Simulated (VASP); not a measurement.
# Mg6O5 (a cell with a defect) in VASP: single point with PBEsol

Aim: the single point of Mg6O5 (a cell with a defect) with PBEsol.

Everything below comes from runs of VASP 6.6.1. Logs are shortened: lines on timing, memory, paths and dates and some standing lists are left out, and cuts for length are marked.

## Step 1: The cell of the first run

The cell holds a defect, 11 atoms: a = 5.591 Å, b = 5.591 Å, c = 5.591 Å, α = 90.00°, β = 90.00°, γ = 90.00°.

## Step 2: Single point, PBEsol

Contents of INCAR:

```
SYSTEM = Mg6O5
PREC = Accurate
ENCUT = 620
EDIFF = 1E-6
ISMEAR = 0
SIGMA = 0.05
LREAL = .FALSE.
LASPH = .TRUE.
NELM = 120
ALGO = Normal
ISIF = 2
LWAVE = .FALSE.
LCHARG = .FALSE.
GGA = PS
NBANDS = 56
GGA_COMPAT = .FALSE.
```

Contents of KPOINTS:

```
regular mesh
0
G
  4 4 4
  0 0 0
```

Contents of POSCAR:

```
Mg6O5
1.0
    5.5908553621      0.0000000000      0.0000000000
    0.0000000000      5.5908553621      0.0000000000
    0.0000000000      0.0000000000      5.5908553621
Mg O
6 5
Direct
    0.2500000000      0.0000000000      0.5000000000
    0.0000000000      0.5000000000      0.2500000000
    0.5000000000      0.7500000000      0.0000000000
    0.7500000000      0.0000000000      0.5000000000
    0.0000000000      0.5000000000      0.7500000000
    0.5000000000      0.2500000000      0.0000000000
    0.5000000000      0.0000000000      0.2500000000
    0.0000000000      0.7500000000      0.5000000000
    1.0000000000      0.3747955447      0.0000000000
    0.5000000000      0.0000000000      0.7500000000
    0.0000000000      0.2500000000      0.5000000000
```

Potentials or basis: VASP PAW PBE potentials, release 64 (Mg_sv, O).

The run is started by

```bash
$ cat potpaw_PBE.64/Mg_sv/POTCAR potpaw_PBE.64/O/POTCAR > POTCAR
$ mpirun -np 1 vasp_std > vasp.out
```

OUTCAR:

```text
SYSTEM = Mg6O5
   PREC = Accurate
   ENCUT = 620
   EDIFF = 1E-6
   ISMEAR = 0
   LREAL = .FALSE.
   LASPH = .TRUE.
   NELM = 120
   ISIF = 2
   GGA = PS

 ion  position               nearest neighbor table
   1  0.250  0.000  0.500-   7 1.98   8 1.98  10 1.98  11 1.98
   2  0.000  0.500  0.250-   9 1.56   8 1.98  11 1.98
   3  0.500  0.750  0.000-   7 1.98  10 1.98
   4  0.750  0.000  0.500-   7 1.98   8 1.98  10 1.98  11 1.98
   5  0.000  0.500  0.750-   9 1.56   8 1.98  11 1.98
   6  0.500  0.250  0.000-   7 1.98  10 1.98
   7  0.500  0.000  0.250-   1 1.98   3 1.98   4 1.98   6 1.98
   8  0.000  0.750  0.500-   1 1.98   2 1.98   4 1.98   5 1.98
   9  0.000  0.375  0.000-   2 1.56   5 1.56
  10  0.500  0.000  0.750-   1 1.98   3 1.98   4 1.98   6 1.98
  11  0.000  0.250  0.500-   1 1.98   2 1.98   4 1.98   5 1.98

  LATTYP: Found a simple cubic cell.
 ALAT       =     5.5908553621

  Lattice vectors:

 A1 = (   5.5908553621,   0.0000000000,   0.0000000000)
 A2 = (   0.0000000000,   5.5908553621,   0.0000000000)
 A3 = (   0.0000000000,   0.0000000000,   5.5908553621)

Analysis of symmetry for initial positions (statically):
=====================================================================
 Subroutine PRICEL returns:
 Original cell was already a primitive cell.

 Routine SETGRP: Setting up the symmetry group for a
 simple cubic supercell.

 Subroutine GETGRP returns: Found  4 space group operations
 (whereof  4 operations were pure point group operations)
 out of a pool of 48 trial point group operations.

The static configuration has the point symmetry C_2v.

Analysis of symmetry for dynamics (positions and initial velocities):
=====================================================================
 Subroutine PRICEL returns:
 Original cell was already a primitive cell.

 Routine SETGRP: Setting up the symmetry group for a
 simple cubic supercell.

 Subroutine GETGRP returns: Found  4 space group operations
 (whereof  4 operations were pure point group operations)
 out of a pool of 48 trial point group operations.

The dynamic configuration has the point symmetry C_2v.

 Subroutine INISYM returns: Found  4 space group operations
 (whereof  4 operations are pure point group operations),
 and found     1 'primitive' translations

----------------------------------------------------------------------------------------

                                     Primitive cell

  volume of cell :     174.7571

  direct lattice vectors                    reciprocal lattice vectors
     5.590855362  0.000000000  0.000000000     0.178863508  0.000000000  0.000000000
     0.000000000  5.590855362  0.000000000     0.000000000  0.178863508  0.000000000
     0.000000000  0.000000000  5.590855362     0.000000000  0.000000000  0.178863508

  length of vectors
     5.590855362  5.590855362  5.590855362     0.178863508  0.178863508  0.178863508

  position of ions in fractional coordinates (direct lattice)
     0.250000000  0.000000000  0.500000000
     0.000000000  0.500000000  0.250000000
     0.500000000  0.750000000  0.000000000
     0.750000000  0.000000000  0.500000000
     0.000000000  0.500000000  0.750000000
     0.500000000  0.250000000  0.000000000
     0.500000000  0.000000000  0.250000000
     0.000000000  0.750000000  0.500000000
     0.000000000  0.374795545  0.000000000
     0.500000000  0.000000000  0.750000000
     0.000000000  0.250000000  0.500000000

  ion indices of the primitive-cell ions
   primitive index   ion index
                 1           1
                 2           2
                 3           3
                 4           4
                 5           5
                 6           6
                 7           7
                 8           8
                 9           9
                10          10
                11          11

----------------------------------------------------------------------------------------

 KPOINTS: regular mesh

Automatic generation of k-mesh.
 Grid dimensions read from file:
 generate k-points for:    4    4    4

 Generating k-lattice:

  Cartesian coordinates                     Fractional coordinates (reciprocal lattice)
     0.044715877  0.000000000  0.000000000     0.250000000  0.000000000  0.000000000
     0.000000000  0.044715877  0.000000000     0.000000000  0.250000000  0.000000000
     0.000000000  0.000000000  0.044715877     0.000000000  0.000000000  0.250000000

  Length of vectors
     0.044715877  0.044715877  0.044715877

  Shift w.r.t. Gamma in fractional coordinates (k-lattice)
     0.000000000  0.000000000  0.000000000

 Subroutine IBZKPT returns following result:
 ===========================================

 Found     27 irreducible k-points:

 Following reciprocal coordinates:
            Coordinates               Weight
  0.000000  0.000000  0.000000      1.000000
  0.250000  0.000000  0.000000      2.000000
  0.000000  0.250000  0.000000      2.000000
  0.000000  0.000000  0.250000      2.000000
  0.500000  0.000000  0.000000      1.000000
  0.000000  0.500000  0.000000      1.000000
[... 16 lines left out ...]
  0.250000  0.250000  0.500000      4.000000
  0.500000  0.500000  0.250000      2.000000
 [... further k-points ...]
   k-points           NKPTS =     27   k-points in BZ     NKDIM =     27   number of bands    NBANDS=     56
   number of dos      NEDOS =    301   number of ions     NIONS =     11
   total plane-waves  NPLWV = 110592
   dimension x,y,z NGX =    48 NGY =   48 NGZ =   48
   dimension x,y,z NGXF=    96 NGYF=   96 NGZF=   96
   ions per type =               6   5
   NGX,Y,Z   is equivalent  to a cutoff of  14.27, 14.27, 14.27 a.u.
   NGXF,Y,Z  is equivalent  to a cutoff of  28.55, 28.55, 28.55 a.u.
 SYSTEM =  Mg6O5
   PREC   = accura    normal or accurate (medium, high low for compatibility)
   ISTART =      0    job   : 0-new  1-cont  2-samecut
   ICHARG =      2    charge: 1-file 2-atom 10-const
   ISPIN  =      1    spin polarized calculation?
   LNONCOLLINEAR =      F non collinear calculations
   LSORBIT =      F    spin-orbit coupling
   LASPH  =      T    aspherical Exc in radial PAW
   ENCUT  =  620.0 eV  45.57 Ry    6.75 a.u.  11.35 11.35 11.35*2*pi/ulx,y,z
   NELM   =    120;   NELMIN=  2; NELMDL= -5     # of ELM steps
   EDIFF  = 0.1E-05   stopping-criterion for ELM
   LREAL  =      F    real-space projection
   EDIFFG = 0.1E-04   stopping-criterion for IOM
   NSW    =      0    number of steps for IOM
   IBRION =     -1    ionic relax: 0-MD 1-quasi-New 2-CG
   NFREE  =      0    steps in history (QN), initial steepest desc. (CG)
   ISIF   =      2    stress and relaxation
   ISYM   =      2    0-nonsym 1-usesym 2-fastsym
   POTIM  = 0.5000    time-step for ionic-motion
   TEBEG  =    0.0;   TEEND  =   0.0 temperature during run
   PSTRESS=    0.0 pullay stress
   NELECT =      90.0000    total number of electrons
   NUPDOWN=      -1.0000    fix difference up-down
   EMIN   =  10.00;   EMAX   =-10.00  energy-range for DOS
   EFERMI =   0.00;   METHOD = LEGACY
   ISMEAR =     0;   SIGMA  =   0.05  broadening in eV -4-tet -1-fermi 0-gaus
   EFERMI_NEDOS =   21; number of points for ismear=-14 and -15
   IALGO  =     38    algorithm
   IMIX   =      4    mixing-type and parameters
     AMIX     =   0.40;   BMIX     =  1.00
     AMIX_MAG =   1.60;   BMIX_MAG =  1.00
  volume/ion in A,a.u.               =      15.89       107.21
  Fermi-wavevector in a.u.,A,eV,Ry     =   1.312232  2.479760 23.428603  1.721954
  Thomas-Fermi vector in A             =   2.442639
   LORBIT       =      0    0 simple, 1 ext, 2 COOP (PROOUT), +10 PAW based schemes
   GGA     = PS    functional components
   LHFCALC =     F    Hartree Fock is set to
   AEXX    =    0.0000 exact exchange contribution
   IVDW    =     0    specifies the selected vdW correction
   LEPSILON=     F    determine dielectric tensor
   LRPA    =     F    only Hartree local field effects (RPA)
 non-spin polarized calculation
 Gauss-broadening in eV      SIGMA  =   0.05
  energy-cutoff  :      620.00
  volume of cell :      174.76
 maximum number of plane-waves:      6158
 NGX is ok and might be reduce to    48
   NGX = 23   NGY = 23   NGZ = 23

 number of electron      89.9999904 magnetization

 Free energy of the ion-electron system (eV)
  ---------------------------------------------------
  ext. energy  EPLUGINS =         0.00000000
  ---------------------------------------------------
  free energy    TOTEN  =       -56.69333218 eV

  energy without entropy =      -56.69333218  energy(sigma->0) =      -56.69333218

 E-fermi :   2.1721     XC(G=0):  -8.7896

 val. band max:        1.9531247492   @ k =   0.5000   0.5000   0.5000
 cond. band min:       2.3776016755   @ k =   0.0000   0.0000   0.5000
 fundamental gap:      0.4244769263
 Fermi energy:         2.1721300596

 k-point     1 :       0.0000    0.0000    0.0000
  band No.  band energies     occupation
      1     -73.0191      2.00000
      2     -72.9139      2.00000
      3     -72.0131      2.00000
      4     -72.0059      2.00000
      5     -71.7322      2.00000
      6     -71.7230      2.00000
[... 48 lines left out ...]
     55       8.7061      0.00000
     56       8.7830      0.00000

 k-point     2 :       0.2500    0.0000    0.0000
  band No.  band energies     occupation
      1     -73.0192      2.00000
      2     -72.9139      2.00000
      3     -72.0121      2.00000
      4     -72.0071      2.00000
      5     -71.7323      2.00000
      6     -71.7231      2.00000
[... 48 lines left out ...]
     55       8.6826      0.00000
     56       8.8104      0.00000

 k-point     3 :       0.0000    0.2500    0.0000
  band No.  band energies     occupation
      1     -73.0191      2.00000
      2     -72.9140      2.00000
      3     -72.0132      2.00000
      4     -72.0060      2.00000
      5     -71.7323      2.00000
      6     -71.7231      2.00000
[... 1172 lines left out ...]
 k-point    23 :       0.2500    0.2500    0.5000
  band No.  band energies     occupation
      1     -73.0191      2.00000
      2     -72.9140      2.00000
      3     -72.0121      2.00000
      4     -72.0071      2.00000
      5     -71.7286      2.00000
      6     -71.7267      2.00000
[... 48 lines left out ...]
     55       9.4721      0.00000
     56       9.7059      0.00000

 k-point    24 :       0.5000    0.5000    0.2500
  band No.  band energies     occupation
      1     -73.0191      2.00000
      2     -72.9140      2.00000
      3     -72.0096      2.00000
      4     -72.0096      2.00000
      5     -71.7310      2.00000
      6     -71.7244      2.00000
[... 48 lines left out ...]
     55       9.9222      0.00000
     56      10.2564      0.00000

 [... further k-points ...]

------------------------ aborting loop because EDIFF is reached ----------------------------------------

  FORCE on cell =-STRESS in cart. coord.  units (eV):
  Direction    XX          YY          ZZ          XY          YZ          ZX
  --------------------------------------------------------------------------------------
  -------------------------------------------------------------------------------------
  Total       -2.0225312      6.8535493     27.5200989      0.0000000      0.0000000      0.0000000
  in kB      -18.5426175     62.8335148    252.3049680      0.0000000      0.0000000      0.0000000
  external PRESSURE =      98.8652884 kB  Pullay stress =       0.0000000 kB

 VOLUME and BASIS-vectors are now :
 -----------------------------------------------------------------------------
  energy-cutoff  :      620.00
  volume of cell :      174.76
      direct lattice vectors                 reciprocal lattice vectors
     5.590855362  0.000000000  0.000000000     0.178863508  0.000000000  0.000000000
     0.000000000  5.590855362  0.000000000     0.000000000  0.178863508  0.000000000
     0.000000000  0.000000000  5.590855362     0.000000000  0.000000000  0.178863508

 POSITION                                       TOTAL-FORCE (eV/Angst)
 -----------------------------------------------------------------------------------
      1.39771      0.00000      2.79543        -0.216298      0.338300      0.000000
      0.00000      2.79543      1.39771         0.000000      3.308223      9.376314
      2.79543      4.19314      0.00000         0.000000      0.941588      0.000000
      4.19314      0.00000      2.79543         0.216298      0.338300      0.000000
      0.00000      2.79543      4.19314         0.000000      3.308223     -9.376314
      2.79543      1.39771      0.00000         0.000000     -0.521257      0.000000
      2.79543      0.00000      1.39771         0.000000     -0.037933     -0.183657
      0.00000      4.19314      2.79543         0.000000     -0.040825      0.000000
      0.00000      2.09543      0.00000         0.000000     -7.681560      0.000000
      2.79543      0.00000      4.19314         0.000000     -0.037933      0.183657
      0.00000      1.39771      2.79543         0.000000      0.084873      0.000000
 -----------------------------------------------------------------------------------
    total drift:                                0.000000     -0.000452      0.000000

  FREE ENERGIE OF THE ION-ELECTRON SYSTEM (eV)
  ---------------------------------------------------
  free  energy   TOTEN  =       -56.6933321840 eV

  energy  without entropy=      -56.6933321840  energy(sigma->0) =      -56.69333218
```

Run time: 8.3 min. Hardware: 1 thread of Intel Xeon Platinum 8259CL at 2.50GHz (Skylake/Cascade Lake), shared host; peak memory 0.46 GiB.

What came out:

| Quantity | Value |
| --- | --- |
| Free energy | -56.6933 eV |
| Pressure | 9.9 GPa |
| Largest force | 9.943 eV/Å |
| Band gap on the k mesh | 0.42 eV |

Forces in eV/Å, atoms in the order of the input:
```
Mg  -0.216  0.338  0.000
Mg   0.000  3.308  9.376
Mg   0.000  0.942  0.000
Mg   0.216  0.338  0.000
Mg   0.000  3.308 -9.376
Mg   0.000 -0.521  0.000
O    0.000 -0.038 -0.184
O    0.000 -0.041  0.000
O    0.000 -7.682  0.000
O    0.000 -0.038  0.184
O    0.000  0.085  0.000
```

Levels at points of the mesh, in eV from the valence-band top:
| k point | band 42 | band 43 | band 44 | band 45 | band 46 | band 47 | band 48 | band 49 |
| --- | --- | --- | --- | --- | --- | --- | --- | --- |
| (0.00, 0.00, 0.00) | -2.65 | -2.36 | -2.25 | -2.25 | 1.84 | 2.61 | 2.94 | 3.42 |
| (0.50, 0.00, 0.00) | -2.65 | -2.36 | -2.23 | -0.62 | 0.46 | 2.16 | 4.00 | 4.25 |
| (0.00, 0.50, 0.00) | -3.04 | -2.65 | -2.19 | -1.00 | 1.29 | 2.81 | 3.23 | 3.54 |
| (0.00, 0.00, 0.50) | -3.07 | -2.72 | -2.36 | -1.34 | 0.42 | 2.54 | 2.84 | 4.73 |
| (0.50, 0.50, 0.00) | -3.23 | -2.65 | -2.19 | -0.10 | 0.59 | 2.59 | 2.95 | 3.39 |
| (0.00, 0.50, 0.50) | -3.23 | -2.93 | -2.80 | -0.69 | 1.40 | 2.27 | 2.71 | 3.26 |
| (0.50, 0.00, 0.50) | -3.02 | -2.65 | -2.36 | -0.44 | 1.23 | 1.29 | 3.07 | 4.46 |
| (0.50, 0.50, 0.50) | -3.21 | -3.20 | -2.81 | 0.00 | 1.43 | 1.90 | 2.88 | 3.17 |

Caveat: the cell differs from its parent crystal (atoms taken out, atom 9 moved 0.500 of the way to it and -0.700 Å across, host rigid); the PAW data sets were made with another functional, which shifts forces and pressure a little.
